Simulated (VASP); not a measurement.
# BaTiO3 (P4mm) in VASP: notebook, part 2 of 2

VASP 6.6.1. The steps go on from the part before.

## (4) Single point, revPBE+D4

This run uses another cell than the first one, of 12.86 Å³/atom, 1.042 times its volume.

Contents of INCAR:

```
  ALGO = Normal
  EDIFF = 1E-6
  ENCUT = 520
  GGA = RE
  ISIF = 2
  ISMEAR = -1
  IVDW = 13
  LASPH = T
  LCHARG = F
  LREAL = F
  LWAVE = F
  NBANDS = 28
  NELM = 60
  PREC = Accurate
  SIGMA = 0.05
```

Contents of KPOINTS:

```
k-points
0
Gamma
  7 7 7
```

Contents of POSCAR:

```
BaTiO3
1.0
    3.9998000000      0.0000000000      0.0000000000
    0.0000000000      3.9998000000      0.0000000000
    0.0000000000      0.0000000000      4.0180000000
Ba Ti O
1 1 3
Direct
    0.0000000000      0.0000000000      0.0000000000
    0.5000000000      0.5000000000      0.4900000000
    0.0000000000      0.5000000000      0.5170000000
    0.5000000000      0.0000000000      0.5170000000
    0.5000000000      0.5000000000      0.0190000000
```

Potentials or basis: VASP PAW PBE potentials, release 64 (Ba_sv, Ti_sv, O).

Launch:

```console
> cat potpaw_PBE.64/Ba_sv/POTCAR potpaw_PBE.64/Ti_sv/POTCAR potpaw_PBE.64/O/POTCAR > POTCAR
> mpirun -np 1 vasp_std > vasp.out
```

OUTCAR:

```text
EDIFF = 1E-6
   ENCUT = 520
   GGA = RE
   ISIF = 2
   ISMEAR = -1
   IVDW = 13
   LASPH = T
   LREAL = F
   NELM = 60
   PREC = Accurate

 ion  position               nearest neighbor table
   1  0.000  0.000  0.000-   3 2.79   4 2.79   3 2.79   4 2.79   5 2.83   5 2.83   5 2.83   5 2.83
                             4 2.88   3 2.88   4 2.88   3 2.88   2 3.45   2 3.45   2 3.45   2 3.45
   2  0.500  0.500  0.490-   5 1.89   4 2.00   3 2.00   4 2.00   3 2.00   5 2.13   1 3.45   1 3.45
                             1 3.45   1 3.45   1 3.49   1 3.49   1 3.49   1 3.49
   3  0.000  0.500  0.517-   2 2.00   2 2.00   1 2.79   1 2.79   1 2.88   1 2.88
   4  0.500  0.000  0.517-   2 2.00   2 2.00   1 2.79   1 2.79   1 2.88   1 2.88
   5  0.500  0.500  0.019-   2 1.89   2 2.13   1 2.83   1 2.83   1 2.83   1 2.83

  LATTYP: Found a simple tetragonal cell.
 ALAT       =     3.9998000000
 C/A-ratio  =     1.0045502275

  Lattice vectors:

 A1 = (   3.9998000000,   0.0000000000,   0.0000000000)
 A2 = (   0.0000000000,   3.9998000000,   0.0000000000)
 A3 = (   0.0000000000,   0.0000000000,   4.0180000000)

Analysis of symmetry for initial positions (statically):
=====================================================================
 Subroutine PRICEL returns:
 Original cell was already a primitive cell.

 Routine SETGRP: Setting up the symmetry group for a
 simple tetragonal supercell.

 Subroutine GETGRP returns: Found  8 space group operations
 (whereof  8 operations were pure point group operations)
 out of a pool of 16 trial point group operations.

The static configuration has the point symmetry C_4v.

Analysis of symmetry for dynamics (positions and initial velocities):
=====================================================================
 Subroutine PRICEL returns:
 Original cell was already a primitive cell.

 Routine SETGRP: Setting up the symmetry group for a
 simple tetragonal supercell.

[... 129 lines left out ...]
     AMIX     =   0.40;   BMIX     =  1.00
     AMIX_MAG =   1.60;   BMIX_MAG =  1.00
  volume/ion in A,a.u.               =      12.86        86.76
  Fermi-wavevector in a.u.,A,eV,Ry     =   1.397653  2.641181 26.578078  1.953434
  Thomas-Fermi vector in A             =   2.520888
   LORBIT       =      0    0 simple, 1 ext, 2 COOP (PROOUT), +10 PAW based schemes
   GGA     = RE    functional components
   LHFCALC =     F    Hartree Fock is set to
   AEXX    =    0.0000 exact exchange contribution
   IVDW    =    13    specifies the selected vdW correction
   LEPSILON=     F    determine dielectric tensor
   LRPA    =     F    only Hartree local field effects (RPA)
 non-spin polarized calculation
  energy-cutoff  :      520.00
  volume of cell :       64.28
 maximum number of plane-waves:      1755
 NGX is ok and might be reduce to    30
   NGX = 15   NGY = 15   NGZ = 15

 number of electron      39.9999977 magnetization

 Free energy of the ion-electron system (eV)
  ---------------------------------------------------
  ext. energy  EPLUGINS =         0.00000000
  ---------------------------------------------------
  free energy    TOTEN  =       -38.16929096 eV

  energy without entropy =      -38.16929096  energy(sigma->0) =      -38.16929096

 E-fermi :   4.8547     XC(G=0): -11.0911

 val. band max:        3.8585409271   @ k =   0.4286   0.4286   0.4286
 cond. band min:       5.7519763601   @ k =   0.0000   0.0000   0.0000
 fundamental gap:      1.8934354330
 Fermi energy:         4.8546674505

 k-point     1 :       0.0000    0.0000    0.0000
  band No.  band energies     occupation
      1     -52.7608      2.00000
      2     -28.9479      2.00000
      3     -28.9178      2.00000
      4     -28.9178      2.00000
      5     -20.9484      2.00000
      6     -13.0378      2.00000
[... 733 lines left out ...]
     27      12.3662      0.00000
     28      12.8431      0.00000

 [... further k-points ...]

------------------------ aborting loop because EDIFF is reached ----------------------------------------

  DFT-D4 for vdW energy calculation

  Edisp (eV):   -1.89107

  FORCE on cell =-STRESS in cart. coord.  units (eV):
  Direction    XX          YY          ZZ          XY          YZ          ZX
  --------------------------------------------------------------------------------------
  -------------------------------------------------------------------------------------
  Total       0.63651     0.63651     1.01065     0.00000     0.00000     0.00000
  in kB      15.86470    15.86470    25.18982     0.00000     0.00000     0.00000
  external pressure =       18.97 kB  Pullay stress =        0.00 kB

 VOLUME and BASIS-vectors are now :
 -----------------------------------------------------------------------------
  energy-cutoff  :      520.00
  volume of cell :       64.28
      direct lattice vectors                 reciprocal lattice vectors
     3.999800000  0.000000000  0.000000000     0.250012501  0.000000000  0.000000000
     0.000000000  3.999800000  0.000000000     0.000000000  0.250012501  0.000000000
     0.000000000  0.000000000  4.018000000     0.000000000  0.000000000  0.248880040

 POSITION                                       TOTAL-FORCE (eV/Angst)
 -----------------------------------------------------------------------------------
      0.00000      0.00000      0.00000        -0.000000      0.000000      0.062717
      1.99990      1.99990      1.96882         0.000000     -0.000000     -0.144385
      0.00000      1.99990      2.07731         0.000000      0.000000     -0.115366
      1.99990      0.00000      2.07731         0.000000      0.000000     -0.115366
      1.99990      1.99990      0.07634         0.000000     -0.000000      0.312401
 -----------------------------------------------------------------------------------
    total drift:                                0.000000      0.000000      0.000282

  FREE ENERGIE OF THE ION-ELECTRON SYSTEM (eV)
  ---------------------------------------------------
  free  energy   TOTEN  =       -40.0603631475 eV

  energy  without entropy=      -40.0603631469  energy(sigma->0) =      -40.06036315
```

Run time: 33 s. Hardware: 1 thread of Intel Xeon 6975P-C (Granite Rapids), shared host; peak memory 0.21 GiB.

What came out:

| Item | Value |
| --- | --- |
| Free energy | -40.0604 eV |
| Pressure | 1.9 GPa |
| Largest force | 0.312 eV/Å |
| Band gap on the k mesh | 1.89 eV, indirect (least direct gap 2.09 eV) |
| Dispersion energy per atom | -0.378 eV |

Forces in eV/Å, atoms in the order of the input:
```
Ba   0.000  0.000  0.063
Ti   0.000  0.000 -0.144
O    0.000  0.000 -0.115
O    0.000  0.000 -0.115
O    0.000  0.000  0.312
```

Levels at points of the mesh, in eV from the valence-band top:
```
           k point  band 16  band 17  band 18  band 19  band 20  band 21  band 22  band 23  band 24  band 25
(0.00, 0.00, 0.00)    -1.13    -1.03    -0.21    -0.20    -0.20     1.89     2.11     2.11     4.05     4.15
```

Caveat: the PAW data sets were made with another functional, which shifts forces and pressure a little; spin-orbit coupling is left out, which moves the levels of the heavy elements. A k mesh can miss the band edges.

## (5) Single point, revPBE+D4

This run uses another cell than the first one, of 13.11 Å³/atom, 1.062 times its volume.

Contents of INCAR:

```
ALGO = Normal
EDIFF = 1E-6
ENCUT = 520
GGA = RE
ISIF = 2
ISMEAR = -1
IVDW = 13
LASPH = True
LCHARG = False
LREAL = False
LWAVE = False
NBANDS = 28
NELM = 80
PREC = Accurate
SIGMA = 0.05
```

KPOINTS is that of step 4.

POSCAR, as its differences from that of step 4:

```diff
@@ -2,5 +2,5 @@
 1.0
-    3.9998000000      0.0000000000      0.0000000000
-    0.0000000000      3.9998000000      0.0000000000
-    0.0000000000      0.0000000000      4.0180000000
+    4.0262895137      0.0000000000      0.0000000000
+    0.0000000000      4.0262895137      0.0000000000
+    0.0000000000      0.0000000000      4.0446100470
 Ba Ti O
```

Launch:

```console
> cat potpaw_PBE.64/Ba_sv/POTCAR potpaw_PBE.64/Ti_sv/POTCAR potpaw_PBE.64/O/POTCAR > POTCAR
> mpirun -np 1 vasp_std > vasp.out
```

Wall time 34 s (1 thread of Intel Xeon 6975P-C (Granite Rapids), shared host); peak memory 0.22 GiB.

It converged, with:

- Free energy: -40.0640 eV
- Pressure: -1.3 GPa
- Largest force: 0.431 eV/Å
- Band gap on the k mesh: 1.85 eV, indirect (least direct gap 2.06 eV)
- Dispersion energy per atom: -0.370 eV

Forces on the atoms (eV/Å):
```
Ba   0.000  0.000  0.045
Ti   0.000  0.000 -0.236
O    0.000  0.000 -0.120
O    0.000  0.000 -0.120
O    0.000  0.000  0.431
```

Stress tensor (GPa, compression positive):
```
-1.56  0.00  0.00
 0.00 -1.56  0.00
 0.00  0.00 -0.71
```

Levels at points of the mesh, in eV from the valence-band top:
```
           k point  band 17  band 18  band 19  band 20  band 21  band 22  band 23  band 24
(0.00, 0.00, 0.00)    -1.01    -0.23    -0.21    -0.21     1.85     2.06     2.06     3.91
```

Caveat: the PAW data sets were made with another functional, which shifts forces and pressure a little; spin-orbit coupling is left out, which moves the levels of the heavy elements. A k mesh can miss the band edges.

## (6) Summary

```tsv
cell	gap on the mesh (eV)	pressure (GPa)	largest force (eV/Å)
a = 3.946, b = 3.946, c = 3.964 Å, 5 atoms	1.98	9.4	0.10
a = 3.973, b = 3.973, c = 3.991 Å, 5 atoms	1.94	5.4	0.19
a = 4.000, b = 4.000, c = 4.018 Å, 5 atoms	1.89	1.9	0.31
a = 4.026, b = 4.026, c = 4.045 Å, 5 atoms	1.85	-1.3	0.43
```

Alike in all rows: task single point; level revPBE+D4; potentials or basis VASP PAW PBE potentials, release 64 (Ba_sv, Ti_sv, O); no spin polarisation; k mesh 7 × 7 × 7; cutoff (eV) 520; smearing fermi-dirac 0.05 eV.

Caveats: the PAW data sets were made with another functional, which shifts forces and pressure a little; spin-orbit coupling is left out, which moves the levels of the heavy elements.

Absolute energies hang on the potentials; compare differences alone.
